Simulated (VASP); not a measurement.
# In (Fm-3m) in VASP: single point with r2SCAN

Aim: the single point of In with r2SCAN.

Everything below comes from runs of VASP 6.6.1. Logs are shortened: lines on timing, memory, paths and dates and some standing lists are left out, and cuts for length are marked.

## (1) The cell of the first run

The structure is cubic, space group Fm-3m (No. 225). Conventional cell: a = 4.721 Å, b = 4.721 Å, c = 4.721 Å, α = 90.00°, β = 90.00°, γ = 90.00°. Within 4.4 Å of In (site symmetry m-3m) lie 12 In at 3.34 Å.

## (2) Single point, r2SCAN

Contents of POSCAR:

```
In
1.0
    0.0000000000      2.3602683283      2.3602683283
    2.3602683283      0.0000000000      2.3602683283
    2.3602683283      2.3602683283      0.0000000000
In
1
Direct
    0.0000000000      0.0000000000      0.0000000000
```

Contents of INCAR.step1:

```
PREC = Accurate
ENCUT = 520
ISMEAR = 0
SIGMA = 0.05
LREAL = F
LASPH = T
NELM = 80
NBANDS = 12
GGA = PE
ALGO = Normal
EDIFF = 1E-4
LWAVE = T
LCHARG = F
```

Contents of INCAR.step2:

```
PREC = Accurate
ENCUT = 520
EDIFF = 1E-7
ISMEAR = 0
SIGMA = 0.05
LREAL = F
LASPH = T
NELM = 80
ALGO = Normal
ISIF = 2
LWAVE = F
LCHARG = F
METAGGA = R2SCAN
LMIXTAU = T
NBANDS = 12
ISTART = 1
```

Contents of KPOINTS:

```
Automatic mesh
0
Gamma
  16 16 16
```

Potentials or basis: VASP PAW PBE potentials, release 64 (In_d).

Run with:

```console
> cat potpaw_PBE.64/In_d/POTCAR > POTCAR
> cp INCAR.step1 INCAR
> mpirun -np 1 vasp_std > vasp.out
> cp INCAR.step2 INCAR
> mpirun -np 1 vasp_std > vasp.out
```

OUTCAR:

```text
PREC = Accurate
   ENCUT = 520
   EDIFF = 1E-7
   ISMEAR = 0
   LREAL = F
   LASPH = T
   NELM = 80
   ISIF = 2
   METAGGA = R2SCAN
   ISTART = 1

 ion  position               nearest neighbor table
   1  0.000  0.000  0.000-

  LATTYP: Found a face centered cubic cell.
 ALAT       =     4.7205366566

  Lattice vectors:

 A1 = (   0.0000000000,   2.3602683283,   2.3602683283)
 A2 = (   2.3602683283,   0.0000000000,   2.3602683283)
 A3 = (   2.3602683283,   2.3602683283,   0.0000000000)

Analysis of symmetry for initial positions (statically):
=====================================================================
 Subroutine PRICEL returns:
 Original cell was already a primitive cell.

 Routine SETGRP: Setting up the symmetry group for a
 face centered cubic supercell.

 Subroutine GETGRP returns: Found 48 space group operations
 (whereof 48 operations were pure point group operations)
 out of a pool of 48 trial point group operations.

The static configuration has the point symmetry O_h .

Analysis of symmetry for dynamics (positions and initial velocities):
=====================================================================
 Subroutine PRICEL returns:
 Original cell was already a primitive cell.

 Routine SETGRP: Setting up the symmetry group for a
 face centered cubic supercell.

 Subroutine GETGRP returns: Found 48 space group operations
 (whereof 48 operations were pure point group operations)
 out of a pool of 48 trial point group operations.

The dynamic configuration has the point symmetry O_h .

 Subroutine INISYM returns: Found 48 space group operations
 (whereof 48 operations are pure point group operations),
 and found     1 'primitive' translations

----------------------------------------------------------------------------------------

                                     Primitive cell

  volume of cell :      26.2975

  direct lattice vectors                    reciprocal lattice vectors
     0.000000000  2.360268328  2.360268328    -0.211840321  0.211840321  0.211840321
     2.360268328  0.000000000  2.360268328     0.211840321 -0.211840321  0.211840321
     2.360268328  2.360268328  0.000000000     0.211840321  0.211840321 -0.211840321

  length of vectors
     3.337923481  3.337923481  3.337923481     0.366918199  0.366918199  0.366918199

  position of ions in fractional coordinates (direct lattice)
[... 83 lines left out ...]
   ISIF   =      2    stress and relaxation
   ISYM   =      2    0-nonsym 1-usesym 2-fastsym
   POTIM  = 0.5000    time-step for ionic-motion
   TEBEG  =    0.0;   TEEND  =   0.0 temperature during run
   PSTRESS=    0.0 pullay stress
   NELECT =      13.0000    total number of electrons
   NUPDOWN=      -1.0000    fix difference up-down
   EMIN   =  10.00;   EMAX   =-10.00  energy-range for DOS
   EFERMI =   0.00;   METHOD = LEGACY
   ISMEAR =     0;   SIGMA  =   0.05  broadening in eV -4-tet -1-fermi 0-gaus
   EFERMI_NEDOS =   21; number of points for ismear=-14 and -15
   IALGO  =     38    algorithm
   IMIX   =      4    mixing-type and parameters
     AMIX     =   0.40;   BMIX     =  1.00
     AMIX_MAG =   1.60;   BMIX_MAG =  1.00
  volume/ion in A,a.u.               =      26.30       177.46
  Fermi-wavevector in a.u.,A,eV,Ry     =   1.294448  2.446152 22.797859  1.675595
  Thomas-Fermi vector in A             =   2.426030
   LORBIT       =      0    0 simple, 1 ext, 2 COOP (PROOUT), +10 PAW based schemes
   METAGGA = R2SCAN    functional components
   LHFCALC =     F    Hartree Fock is set to
   AEXX    =    0.0000 exact exchange contribution
   IVDW    =     0    specifies the selected vdW correction
   LEPSILON=     F    determine dielectric tensor
   LRPA    =     F    only Hartree local field effects (RPA)
 non-spin polarized calculation
 Gauss-broadening in eV      SIGMA  =   0.05
  energy-cutoff  :      520.00
  volume of cell :       26.30
 maximum number of plane-waves:       725
 NGX is ok and might be reduce to    28
   NGX = 13   NGY = 13   NGZ = 13

 number of electron      13.0000004 magnetization

 Free energy of the ion-electron system (eV)
  ---------------------------------------------------
  ext. energy  EPLUGINS =         0.00000000
  ---------------------------------------------------
  free energy    TOTEN  =       -22.57065697 eV

  energy without entropy =      -22.56964687  energy(sigma->0) =      -22.57015192

 E-fermi :   7.4557     XC(G=0): -11.0498

 val. band max:        7.4556138355   @ k =  -0.2500   0.4375   0.1875
 cond. band min:       7.4596464739   @ k =  -0.3125   0.2500   0.0000
 fundamental gap:      0.0040326383
 Fermi energy:         7.4556684648

 k-point     1 :       0.0000    0.0000    0.0000
  band No.  band energies     occupation
      1      -7.7954      2.00000
      2      -7.7954      2.00000
      3      -7.7954      2.00000
      4      -7.6178      2.00000
      5      -7.6178      2.00000
      6      -2.5739      2.00000
      7      18.5853      0.00000
      8      18.5853      0.00000
      9      18.5853      0.00000
     10      19.5444      0.00000
     11      21.9639      0.00000
     12      21.9639      0.00000
[... 331 lines left out ...]
 k-point    24 :      -0.0625    0.0625    0.0000
  band No.  band energies     occupation
      1      -7.8015      2.00000
      2      -7.7794      2.00000
      3      -7.7725      2.00000
      4      -7.6274      2.00000
      5      -7.6120      2.00000
      6      -2.3341      2.00000
      7      16.6289      0.00000
      8      16.8168      0.00000
      9      18.7690      0.00000
     10      19.5183      0.00000
     11      22.0938      0.00000
     12      22.9004      0.00000

 [... further k-points ...]

------------------------ aborting loop because EDIFF is reached ----------------------------------------

  FORCE on cell =-STRESS in cart. coord.  units (eV):
  Direction    XX          YY          ZZ          XY          YZ          ZX
  --------------------------------------------------------------------------------------
  -------------------------------------------------------------------------------------
  Total        0.0078571      0.0078571      0.0078571     -0.0000000      0.0000000     -0.0000000
  in kB        0.4786937      0.4786937      0.4786937     -0.0000000      0.0000000     -0.0000000
  external PRESSURE =       0.4786937 kB  Pullay stress =       0.0000000 kB

 VOLUME and BASIS-vectors are now :
 -----------------------------------------------------------------------------
  energy-cutoff  :      520.00
  volume of cell :       26.30
      direct lattice vectors                 reciprocal lattice vectors
     0.000000000  2.360268328  2.360268328    -0.211840321  0.211840321  0.211840321
     2.360268328  0.000000000  2.360268328     0.211840321 -0.211840321  0.211840321
     2.360268328  2.360268328  0.000000000     0.211840321  0.211840321 -0.211840321

 POSITION                                       TOTAL-FORCE (eV/Angst)
 -----------------------------------------------------------------------------------
      0.00000      0.00000      0.00000         0.000000      0.000000     -0.000000
 -----------------------------------------------------------------------------------
    total drift:                               -0.000000     -0.000000     -0.000000

  FREE ENERGIE OF THE ION-ELECTRON SYSTEM (eV)
  ---------------------------------------------------
  free  energy   TOTEN  =       -22.5706569692 eV

  energy  without entropy=      -22.5696468675  energy(sigma->0) =      -22.57015192
```

OUTCAR.step1:

```text
PREC = Accurate
   ENCUT = 520
   ISMEAR = 0
   LREAL = F
   LASPH = T
[... 576 lines left out ...]

 POSITION                                       TOTAL-FORCE (eV/Angst)
 -----------------------------------------------------------------------------------
      0.00000      0.00000      0.00000         0.000000      0.000000      0.000000
 -----------------------------------------------------------------------------------
    total drift:                               -0.000000     -0.000000     -0.000000

  FREE ENERGIE OF THE ION-ELECTRON SYSTEM (eV)
  ---------------------------------------------------
  free  energy   TOTEN  =        -2.5519712799 eV

  energy  without entropy=       -2.5508934025  energy(sigma->0) =       -2.55143234
```

OSZICAR.step1:

```text
N       E                     dE             d eps       ncg     rms          rms(c)
DAV:   1     0.778782949009E+02    0.77878E+02   -0.62107E+03  3560   0.136E+03
DAV:   2     0.115937129004E+01   -0.76719E+02   -0.74707E+02  3664   0.292E+02
DAV:   3    -0.249399813931E+01   -0.36534E+01   -0.36414E+01  4176   0.643E+01
DAV:   4    -0.257526686903E+01   -0.81269E-01   -0.81246E-01  4420   0.958E+00
DAV:   5    -0.257895860835E+01   -0.36917E-02   -0.36916E-02  4836   0.179E+00    0.227E+00
DAV:   6    -0.255656819404E+01    0.22390E-01   -0.35728E-02  4476   0.386E+00    0.113E+00
DAV:   7    -0.255223019504E+01    0.43380E-02   -0.11192E-02  4576   0.199E+00    0.255E-01
DAV:   8    -0.255196544562E+01    0.26475E-03   -0.87886E-04  4912   0.492E-01    0.337E-02
DAV:   9    -0.255197127987E+01   -0.58342E-05   -0.82755E-06  2352   0.455E-02
   1 F= -.25519713E+01 E0= -.25514323E+01  d E =-.107788E-02
```

Wall time 2.4 min (1 thread of Intel Xeon 6975P-C, shared host); peak memory 0.19 GiB.

Results:

```
Free energy : -22.5707 eV
Pressure    : 0.0 GPa
```

Levels at points of the mesh, in eV from the Fermi level:
| k point | band 3 | band 4 | band 5 | band 6 | band 7 | band 8 | band 9 | band 10 |
| --- | --- | --- | --- | --- | --- | --- | --- | --- |
| (0.00, 0.00, 0.00) | -15.25 | -15.07 | -15.07 | -10.03 | 11.13 | 11.13 | 11.13 | 12.09 |
| (0.50, 0.00, 0.00) | -15.24 | -14.91 | -14.91 | -4.51 | -3.59 | 8.83 | 8.83 | 11.57 |
| (0.50, 0.50, 0.00) | -14.92 | -14.87 | -14.87 | -2.46 | -2.08 | 4.21 | 4.21 | 7.76 |

Caveat: the PAW data sets were made with another functional, which shifts forces and pressure a little; spin-orbit coupling is left out, which moves the levels of the heavy elements.
